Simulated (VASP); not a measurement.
# Eu (Fm-3m) in VASP: further runs

The runs below take Eu through relaxation of cell and atoms, with LDA.

Everything below comes from runs of VASP 6.6.1. Logs are shortened: lines on timing, memory, paths and dates and some standing lists are left out, and cuts for length are marked.

### 1 The cell of the first run

It takes space group Fm-3m (No. 225, cubic). Conventional cell: a = 4.361 Å, b = 4.361 Å, c = 4.361 Å, α = 90.00°, β = 90.00°, γ = 90.00°. Eu (site symmetry m-3m) has 12 Eu at 3.08 Å within 4.1 Å.

This isn't the form of Eu at room conditions, which is bcc.

### 2 Relaxation of cell and atoms, LDA, collinear spin, ferromagnetic start, target pressure 22 GPa, at which the enthalpy is minimised

File INCAR:

```
SYSTEM = Eu
PREC     = Accurate       ! precision mode
ENCUT    = 600            ! plane-wave cutoff, eV
EDIFF    = 1E-6           ! SCF threshold, eV
ISMEAR   = -1             ! smearing method
SIGMA    = 0.1            ! smearing width, eV
LREAL    = .False.        ! projectors in reciprocal space
LASPH    = .True.         ! aspherical terms in the spheres
NELM     = 150            ! most SCF steps
ALGO     = Normal         ! electronic algorithm
ISIF     = 3              ! what is computed and relaxed
LWAVE    = .False.        ! write WAVECAR
LCHARG   = .False.        ! write CHGCAR
ISPIN    = 2              ! spin polarisation
MAGMOM   = 7              ! initial moments
LORBIT   = 11             ! projections on sites
LMAXMIX  = 6              ! l up to which the mixer works
GGA      = CA             ! functional
IBRION   = 2              ! ionic algorithm
NSW      = 32             ! ionic steps
EDIFFG   = -0.005         ! ionic threshold
PSTRESS  = 220.0
```

File KPOINTS:

```
regular mesh
0
Gamma
  15 15 15
  0 0 0
```

File POSCAR:

```
Eu
1.0
    0.0000000000      2.1804720775      2.1804720775
    2.1804720775      0.0000000000      2.1804720775
    2.1804720775      2.1804720775      0.0000000000
Eu
1
Direct
    0.0000000000      0.0000000000      0.0000000000
```

Potentials or basis: VASP PAW PBE potentials, release 64 (Eu).

Started as:

```sh
$ cat potpaw_PBE.64/Eu/POTCAR > POTCAR
$ mpirun -np 1 vasp_std > vasp.out
```

OUTCAR:

```text
SYSTEM = Eu
   PREC = Accurate
   ENCUT = 600
   EDIFF = 1E-6
   ISMEAR = -1
   LREAL = .False.
   LASPH = .True.
   NELM = 150
   ISIF = 3
   ISPIN = 2
   LORBIT = 11
   GGA = CA
   IBRION = 2
   NSW = 32
   EDIFFG = -0.005
   PSTRESS = 220.0

 ion  position               nearest neighbor table
   1  0.000  0.000  0.000-

  LATTYP: Found a face centered cubic cell.
 ALAT       =     4.3609441550

  Lattice vectors:

 A1 = (   0.0000000000,   2.1804720775,   2.1804720775)
 A2 = (   2.1804720775,   0.0000000000,   2.1804720775)
 A3 = (   2.1804720775,   2.1804720775,   0.0000000000)

Analysis of symmetry for initial positions (statically):
=====================================================================
 Subroutine PRICEL returns:
 Original cell was already a primitive cell.

 Routine SETGRP: Setting up the symmetry group for a
 face centered cubic supercell.

 Subroutine GETGRP returns: Found 48 space group operations
 (whereof 48 operations were pure point group operations)
 out of a pool of 48 trial point group operations.

The static configuration has the point symmetry O_h .

Analysis of symmetry for dynamics (positions and initial velocities):
=====================================================================
 Subroutine PRICEL returns:
 Original cell was already a primitive cell.

 Routine SETGRP: Setting up the symmetry group for a
 face centered cubic supercell.

 Subroutine GETGRP returns: Found 48 space group operations
 (whereof 48 operations were pure point group operations)
 out of a pool of 48 trial point group operations.

The dynamic configuration has the point symmetry O_h .

Analysis of structural, dynamic, and magnetic symmetry:
=====================================================================
 Subroutine PRICEL returns:
 Original cell was already a primitive cell.

 Routine SETGRP: Setting up the symmetry group for a
 face centered cubic supercell.

 Subroutine GETGRP returns: Found 48 space group operations
 (whereof 48 operations were pure point group operations)
 out of a pool of 48 trial point group operations.

The overall configuration has the point symmetry O_h .

 Subroutine INISYM returns: Found 48 space group operations
 (whereof 48 operations are pure point group operations),
 and found     1 'primitive' translations

----------------------------------------------------------------------------------------

                                     Primitive cell

  volume of cell :      20.7339

  direct lattice vectors                    reciprocal lattice vectors
     0.000000000  2.180472078  2.180472078    -0.229308142  0.229308142  0.229308142
     2.180472078  0.000000000  2.180472078     0.229308142 -0.229308142  0.229308142
     2.180472078  2.180472078  0.000000000     0.229308142  0.229308142 -0.229308142

  length of vectors
     3.083653184  3.083653184  3.083653184     0.397173352  0.397173352  0.397173352

  position of ions in fractional coordinates (direct lattice)
     0.000000000  0.000000000  0.000000000

  ion indices of the primitive-cell ions
   primitive index   ion index
                 1           1

----------------------------------------------------------------------------------------

 KPOINTS: regular mesh

Automatic generation of k-mesh.
 Grid dimensions read from file:
 generate k-points for:   15   15   15

 Generating k-lattice:

  Cartesian coordinates                     Fractional coordinates (reciprocal lattice)
    -0.015287209  0.015287209  0.015287209     0.066666667  0.000000000  0.000000000
     0.015287209 -0.015287209  0.015287209     0.000000000  0.066666667  0.000000000
     0.015287209  0.015287209 -0.015287209     0.000000000  0.000000000  0.066666667

  Length of vectors
     0.026478223  0.026478223  0.026478223

  Shift w.r.t. Gamma in fractional coordinates (k-lattice)
     0.000000000  0.000000000  0.000000000

 Subroutine IBZKPT returns following result:
 ===========================================

 Found    120 irreducible k-points:

 Following reciprocal coordinates:
            Coordinates               Weight
  0.000000  0.000000  0.000000      1.000000
  0.066667  0.000000  0.000000      8.000000
  0.133333  0.000000  0.000000      8.000000
  0.200000  0.000000  0.000000      8.000000
  0.266667  0.000000  0.000000      8.000000
  0.333333  0.000000  0.000000      8.000000
[... 16 lines left out ...]
  0.133333  0.133333  0.000000      6.000000
  0.200000  0.133333  0.000000     24.000000
 [... further k-points ...]
   k-points           NKPTS =    120   k-points in BZ     NKDIM =    120   number of bands    NBANDS=     16
   number of dos      NEDOS =    301   number of ions     NIONS =      1
   total plane-waves  NPLWV =  21952
   dimension x,y,z NGX =    28 NGY =   28 NGZ =   28
   dimension x,y,z NGXF=    56 NGYF=   56 NGZF=   56
   ions per type =               1
   NGX,Y,Z   is equivalent  to a cutoff of  15.10, 15.10, 15.10 a.u.
   NGXF,Y,Z  is equivalent  to a cutoff of  30.19, 30.19, 30.19 a.u.
 SYSTEM =  Eu
   PREC   = accura    normal or accurate (medium, high low for compatibility)
   ISTART =      0    job   : 0-new  1-cont  2-samecut
   ICHARG =      2    charge: 1-file 2-atom 10-const
   ISPIN  =      2    spin polarized calculation?
   LNONCOLLINEAR =      F non collinear calculations
   LSORBIT =      F    spin-orbit coupling
   LASPH  =      T    aspherical Exc in radial PAW
   ENCUT  =  600.0 eV  44.10 Ry    6.64 a.u.   6.16  6.16  6.16*2*pi/ulx,y,z
   NELM   =    150;   NELMIN=  2; NELMDL= -5     # of ELM steps
   EDIFF  = 0.1E-05   stopping-criterion for ELM
   LREAL  =      F    real-space projection
   EDIFFG = -.5E-02   stopping-criterion for IOM
   NSW    =     32    number of steps for IOM
   IBRION =      2    ionic relax: 0-MD 1-quasi-New 2-CG
   NFREE  =      1    steps in history (QN), initial steepest desc. (CG)
   ISIF   =      3    stress and relaxation
   ISYM   =      2    0-nonsym 1-usesym 2-fastsym
   POTIM  = 0.5000    time-step for ionic-motion
   TEBEG  =    0.0;   TEEND  =   0.0 temperature during run
   PSTRESS=  220.0 pullay stress
   NELECT =      17.0000    total number of electrons
   NUPDOWN=      -1.0000    fix difference up-down
   EMIN   =  10.00;   EMAX   =-10.00  energy-range for DOS
   EFERMI =   0.00;   METHOD = LEGACY
   ISMEAR =    -1;   SIGMA  =   0.10  broadening in eV -4-tet -1-fermi 0-gaus
   EFERMI_NEDOS =   21; number of points for ismear=-14 and -15
   IALGO  =     38    algorithm
   IMIX   =      4    mixing-type and parameters
     AMIX     =   0.40;   BMIX     =  1.00
     AMIX_MAG =   1.60;   BMIX_MAG =  1.00
  volume/ion in A,a.u.               =      20.73       139.92
  Fermi-wavevector in a.u.,A,eV,Ry     =   1.532253  2.895539 31.943767  2.347801
  Thomas-Fermi vector in A             =   2.639485
   LORBIT       =     11    0 simple, 1 ext, 2 COOP (PROOUT), +10 PAW based schemes
   GGA     = CA    functional components
   LHFCALC =     F    Hartree Fock is set to
   AEXX    =    0.0000 exact exchange contribution
   IVDW    =     0    specifies the selected vdW correction
   LEPSILON=     F    determine dielectric tensor
   LRPA    =     F    only Hartree local field effects (RPA)
 conjugate gradient relaxation of ions
 spin polarized calculation
  energy-cutoff  :      600.00
  volume of cell :       20.73
 maximum number of plane-waves:       701
 NGX is ok and might be reduce to    28
   NGX = 13   NGY = 13   NGZ = 13

--------------------------------------- Ionic step        1  -------------------------------------------

 number of electron      17.0000001 magnetization       6.9084752

 Free energy of the ion-electron system (eV)
  ---------------------------------------------------
  ext. energy  EPLUGINS =         0.00000000
  ---------------------------------------------------
  free energy    TOTEN  =       -10.81728840 eV

  energy without entropy =      -10.75314456  energy(sigma->0) =      -10.78521648

------------------------ aborting loop because EDIFF is reached ----------------------------------------

  FORCE on cell =-STRESS in cart. coord.  units (eV):
  Direction    XX          YY          ZZ          XY          YZ          ZX
  --------------------------------------------------------------------------------------
  -------------------------------------------------------------------------------------
  Total        2.8545013      2.8545013      2.8545013      0.0000000      0.0000000      0.0000000
  in kB      220.5764988    220.5764988    220.5764988      0.0000000      0.0000000      0.0000000
  external PRESSURE =       0.5764988 kB  Pullay stress =     220.0000000 kB
[... 90 lines left out ...]
  FREE ENERGIE OF THE ION-ELECTRON SYSTEM (eV)
  ---------------------------------------------------
  free  energy   TOTEN  =       -10.8295123936 eV

  energy  without entropy=      -10.7652373499  energy(sigma->0) =      -10.79737487

  enthalpy is  TOTEN    =        -7.9701576047 eV   P V=        2.8593547889

[... ionic steps 4 to 18 ...]

--------------------------------------- Ionic step       19  -------------------------------------------

 number of electron      17.0000001 magnetization       6.9112183

------------------------ aborting loop because EDIFF is reached ----------------------------------------

  FORCE on cell =-STRESS in cart. coord.  units (eV):
  Direction    XX          YY          ZZ          XY          YZ          ZX
  --------------------------------------------------------------------------------------
  -------------------------------------------------------------------------------------
  Total        2.8996225      2.8996225      2.8996225     -0.0000000     -0.0000000     -0.0000000
  in kB      223.8490353    223.8490353    223.8490353     -0.0000000     -0.0000000     -0.0000000
  external PRESSURE =       3.8490353 kB  Pullay stress =     220.0000000 kB
[... 59 lines left out ...]
  enthalpy is  TOTEN    =        -7.9702420763 eV   P V=        2.8507358322

--------------------------------------- Ionic step       21  -------------------------------------------

 number of electron      17.0000001 magnetization       6.9117085

 Free energy of the ion-electron system (eV)
  ---------------------------------------------------
  ext. energy  EPLUGINS =         0.00000000
  ---------------------------------------------------
  free energy    TOTEN  =       -10.82134576 eV

  energy without entropy =      -10.75717460  energy(sigma->0) =      -10.78926018

 E-fermi :   5.2761     XC(G=0): -12.5193

 val. band max:        5.2736075659   @ k =  -0.4667   0.2667   0.1333
 cond. band min:       5.2911412464   @ k =  -0.4667   0.3333   0.0000
 fundamental gap:      0.0175336806
 Fermi energy:         5.2761432094

 spin component 1

 k-point     1 :       0.0000    0.0000    0.0000
  band No.  band energies     occupation
      1     -36.2266      1.00000
      2     -13.3030      1.00000
      3     -13.3030      1.00000
      4     -13.3030      1.00000
      5       1.0684      1.00000
      6       3.9625      1.00000
[... 8 lines left out ...]
     15       7.4473      0.00000
     16      11.5153      0.00000
[... 420 lines left out ...]
  band No.  band energies     occupation
      1     -36.0391      1.00000
      2     -14.3492      1.00000
      3     -13.6162      1.00000
      4     -13.5881      1.00000
      5       2.8550      1.00000
      6       3.8185      1.00000
[... 8 lines left out ...]
     15       8.8069      0.00000
     16       9.7110      0.00000

 [... further k-points ...]

 spin component 2

 k-point     1 :       0.0000    0.0000    0.0000
  band No.  band energies     occupation
      1     -33.5725      1.00000
      2     -11.0680      1.00000
      3     -11.0680      1.00000
      4     -11.0680      1.00000
      5       2.0483      1.00000
      6       7.6855      0.00000
[... 8 lines left out ...]
     15       9.4802      0.00000
     16      12.7864      0.00000
[... 420 lines left out ...]
  band No.  band energies     occupation
      1     -33.3560      1.00000
      2     -12.2711      1.00000
      3     -11.4258      1.00000
      4     -11.3938      1.00000
      5       3.9440      1.00000
      6       6.1555      0.00015
[... 8 lines left out ...]
     15      10.5204      0.00000
     16      11.3457      0.00000

 [... further k-points ...]
[... 5 lines left out ...]
  --------------------------------------------------------------------------------------
  -------------------------------------------------------------------------------------
  Total        2.8519913      2.8519913      2.8519913     -0.0000000     -0.0000000     -0.0000000
  in kB      220.0683763    220.0683763    220.0683763     -0.0000000     -0.0000000     -0.0000000
  external PRESSURE =       0.0683763 kB  Pullay stress =     220.0000000 kB
[... 16 lines left out ...]
  FREE ENERGIE OF THE ION-ELECTRON SYSTEM (eV)
  ---------------------------------------------------
  free  energy   TOTEN  =       -10.8213457639 eV

  energy  without entropy=      -10.7571745974  energy(sigma->0) =      -10.78926018

  enthalpy is  TOTEN    =        -7.9702405423 eV   P V=        2.8511052216

 reached required accuracy - stopping structural energy minimisation

 total charge

# of ion       s       p       d       f       tot
--------------------------------------------------
    1        2.122   5.590   0.899   6.476  15.086

 magnetization (x)

# of ion       s       p       d       f       tot
--------------------------------------------------
    1        0.016  -0.049   0.186   6.403   6.557
```

Run time: 9.3 min. Hardware: 1 thread of Intel Xeon 6975P-C (Granite Rapids), shared host; peak memory 0.25 GiB.

Results:

- Free energy: -10.8213 eV
- Relaxed volume: 20.76 Å³/atom
- Relaxed cell: a = 3.085 Å, b = 3.085 Å, c = 3.085 Å, α = 60.00°, β = 60.00°, γ = 60.00°
- Space group after relaxing (to 0.1 Å): Fm-3m (No. 225)
- Energy change on relaxing (the run minimises the enthalpy): -4.1 meV/atom
- Ionic steps: 21
- Pressure after relaxing: 22.0 GPa
- Net moment: 6.91 μB per cell
- Site moments: Eu +6.56 μB
- Valence electrons inside the program's atomic spheres: Eu 15.09

Step by step:
| step | energy change (eV) | largest force (eV/Å) | pressure (GPa) | volume (Å³) |
| --- | --- | --- | --- | --- |
| 1 | 0.0000 | 0.0000 | 22.06 | 20.73 |
| 2 | -0.0031 | 0.0000 | 22.61 | 20.76 |
| 3 | -0.0122 | 0.0000 | 21.56 | 20.82 |
| 4 | -0.0084 | 0.0000 | 21.40 | 20.80 |
| 5 | -0.0057 | 0.0000 | 21.35 | 20.78 |
| 6 | -0.0044 | 0.0000 | 21.62 | 20.77 |
| 7 | -0.0039 | 0.0000 | 21.95 | 20.76 |
| 8 | -0.0038 | 0.0000 | 22.08 | 20.76 |
| 9 | -0.0062 | 0.0000 | 22.28 | 20.78 |
| 10 | -0.0133 | 0.0000 | 21.57 | 20.83 |
| 11 | -0.0090 | 0.0000 | 21.38 | 20.80 |
| 12 | -0.0071 | 0.0000 | 21.39 | 20.79 |
| 13 | -0.0065 | 0.0000 | 21.72 | 20.78 |
| 14 | -0.0063 | 0.0000 | 21.83 | 20.78 |
| 15 | -0.0062 | 0.0000 | 21.88 | 20.78 |
| 16 | -0.0047 | 0.0000 | 21.58 | 20.77 |
| 17 | 0.0001 | 0.0000 | 22.10 | 20.73 |
| 18 | -0.0008 | 0.0000 | 22.23 | 20.74 |
| 19 | -0.0027 | 0.0000 | 22.38 | 20.75 |
| 20 | -0.0037 | 0.0000 | 22.13 | 20.76 |
| 21 | -0.0041 | 0.0000 | 22.01 | 20.76 |

Final structure:
```
CELL_PARAMETERS angstrom
0.00000 2.18151 2.18151
2.18151 0.00000 2.18151
2.18151 2.18151 0.00000
ATOMIC_POSITIONS crystal
Eu 0.00000 0.00000 0.00000
```

Levels at points of the mesh, in eV from the Fermi level:
Spin up:
```csv
k point,band 9,band 10,band 11,band 12,band 13,band 14,band 15,band 16
"(0.00, 0.00, 0.00)",-0.85,-0.30,-0.30,-0.30,2.17,2.17,2.17,6.24
```
Spin down:
```tsv
k point	band 1	band 2	band 3	band 4	band 5	band 6	band 7	band 8	band 9	band 10
(0.00, 0.00, 0.00)	-38.85	-16.34	-16.34	-16.34	-3.23	2.41	3.26	3.26	3.26	3.27
```

Caveat: the cell is relaxed towards a set pressure, so the run minimises the enthalpy, not the energy; the PAW data sets were made with another functional, which shifts forces and pressure a little; spin-orbit coupling is left out, which moves the levels of the heavy elements; semilocal functionals describe open f shells poorly, which spoils levels, moments and volumes. The state reached can hang on the start; a lower one may exist.

(Continued in part 2 of 2.)
